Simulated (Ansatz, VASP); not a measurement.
**One calculation of HC12, two programs**

The input INCAR:

```
PREC     = Accurate       # precision mode
ENCUT    = 520            # plane-wave cutoff, eV
EDIFF    = 1E-7           # SCF threshold, eV
ISMEAR   = 0              # smearing method
SIGMA    = 0.05           # smearing width, eV
LREAL    = Auto         
LASPH    = T              # aspherical terms in the spheres
NELM     = 100            # most SCF steps
ALGO     = Normal         # electronic algorithm
ISIF     = 2              # what is computed and relaxed
LWAVE    = F              # write WAVECAR
LCHARG   = F              # write CHGCAR
LDIPOL   = T            
IDIPOL   = 3            
DIPOL    = 0.5 0.5 0.294
GGA      = CA             # functional
NBANDS   = 68             # bands
```

KPOINTS

```
Automatic mesh
0
Gamma
  6 4 1
```

File POSCAR:

```
HC12
1.0
    4.8892663280      0.0000000000      0.0000000000
   -2.4446331640      6.7739291692      0.0000000000
    0.0000000000      0.0000000000     22.7684096771
C H
24 2
Direct
    0.4020794403      0.3041588806      0.1756820110
    0.4020794403      0.8041588805      0.1756820110
    0.9020794403      0.3041588806      0.1756820110
    0.9020794403      0.8041588805      0.1756820110
    0.1630408159      0.3260816317      0.2059829668
    0.1630408159      0.8260816317      0.2059829668
    0.6630408159      0.3260816317      0.2059829668
    0.6630408159      0.8260816317      0.2059829668
    0.1846395683      0.3692791367      0.2666259491
    0.1846395683      0.8692791367      0.2666259491
    0.6846395683      0.3692791367      0.2666259491
    0.6846395683      0.8692791367      0.2666259491
    0.4461625696      0.3923265051      0.2960492075
    0.4461625696      0.8923265051      0.2960492075
    0.9461625696      0.3923265051      0.2960492075
    0.9461625696      0.8923265051      0.2960492075
    0.4715644646      0.4431294558      0.3591099590
    0.4715644646      0.9431294558      0.3591099590
    0.9715644646      0.4431294558      0.3591099590
    0.9715644646      0.9431294558      0.3591099590
    0.2327030006      0.4654044969      0.3851129614
    0.2327030006      0.9654044969      0.3851129614
    0.7327030006      0.4654044969      0.3851129614
    0.7327030006      0.9654044969      0.3851129614
    0.2327030006      0.8834082800      0.4470408703
    0.2327030006      1.0474007138      0.4470408703
```

Input for Ansatz:

```yaml
crystal:
  lattice:
    - [4.889266328, 0.0, 0.0]
    - [-2.444633164, 6.7739291692, 0.0]
    - [0.0, 0.0, 22.7684096771]
  atoms:
    - { symbol: C, position: [0.4020794403, 0.3041588806, 0.175682011] }
    - { symbol: C, position: [0.4020794403, 0.8041588805, 0.175682011] }
    - { symbol: C, position: [0.9020794403, 0.3041588806, 0.175682011] }
    - { symbol: C, position: [0.9020794403, 0.8041588805, 0.175682011] }
    - { symbol: C, position: [0.1630408159, 0.3260816317, 0.2059829668] }
    - { symbol: C, position: [0.1630408159, 0.8260816317, 0.2059829668] }
    - { symbol: C, position: [0.6630408159, 0.3260816317, 0.2059829668] }
    - { symbol: C, position: [0.6630408159, 0.8260816317, 0.2059829668] }
    - { symbol: C, position: [0.1846395683, 0.3692791367, 0.2666259491] }
    - { symbol: C, position: [0.1846395683, 0.8692791367, 0.2666259491] }
    - { symbol: C, position: [0.6846395683, 0.3692791367, 0.2666259491] }
    - { symbol: C, position: [0.6846395683, 0.8692791367, 0.2666259491] }
    - { symbol: C, position: [0.4461625696, 0.3923265051, 0.2960492075] }
    - { symbol: C, position: [0.4461625696, 0.8923265051, 0.2960492075] }
    - { symbol: C, position: [0.9461625696, 0.3923265051, 0.2960492075] }
    - { symbol: C, position: [0.9461625696, 0.8923265051, 0.2960492075] }
    - { symbol: C, position: [0.4715644646, 0.4431294558, 0.359109959] }
    - { symbol: C, position: [0.4715644646, 0.9431294558, 0.359109959] }
    - { symbol: C, position: [0.9715644646, 0.4431294558, 0.359109959] }
    - { symbol: C, position: [0.9715644646, 0.9431294558, 0.359109959] }
    - { symbol: C, position: [0.2327030006, 0.4654044969, 0.3851129614] }
    - { symbol: C, position: [0.2327030006, 0.9654044969, 0.3851129614] }
    - { symbol: C, position: [0.7327030006, 0.4654044969, 0.3851129614] }
    - { symbol: C, position: [0.7327030006, 0.9654044969, 0.3851129614] }
    - { symbol: H, position: [0.2327030006, 0.88340828, 0.4470408703] }
    - { symbol: H, position: [0.2327030006, 1.0474007138, 0.4470408703] }
basis:
  ecutwfc: 420
kpoints:
  mp_grid: { grid: [6, 4, 1] }
hamiltonian:
  xc: lda
  pseudopotentials: { kind: paw, azcp: { folder: soft_1 } }
scf:
  occupations: { method: gaussian, width: 0.05 }
output:
  forces: true
  eigenvalues: true
efield:
  axis: 3
  dipole_correction: true
  ramp_width: 0.04
```

Alike in both runs: task single point; functional LDA; k mesh 6 × 4 × 1; occupations gaussian, width 0.05 eV; no spin polarisation.

|  | VASP | Ansatz |
| --- | --- | --- |
| version | VASP 6.6.1 | Ansatz 0.2.0 |
| potentials or method | VASP PAW LDA potentials, release 64 (C, H), cutoff 520 eV | scalar-relativistic, plane waves, PAW |
| valence electrons in the cell | 98 | 98 |

Ansatz gave:

* rms of the force components (eV/Å): 1.311

What did VASP give for the same quantities?

rms of the force components (eV/Å): 1.305.

Ansatz warns that its potentials were made for another functional, while VASP's fit it. LDA's correlation is that of Perdew and Zunger in VASP and of Perdew and Wang (1992) in Ansatz. Atom by atom the forces differ by 0.023 eV/Å (rms over components).
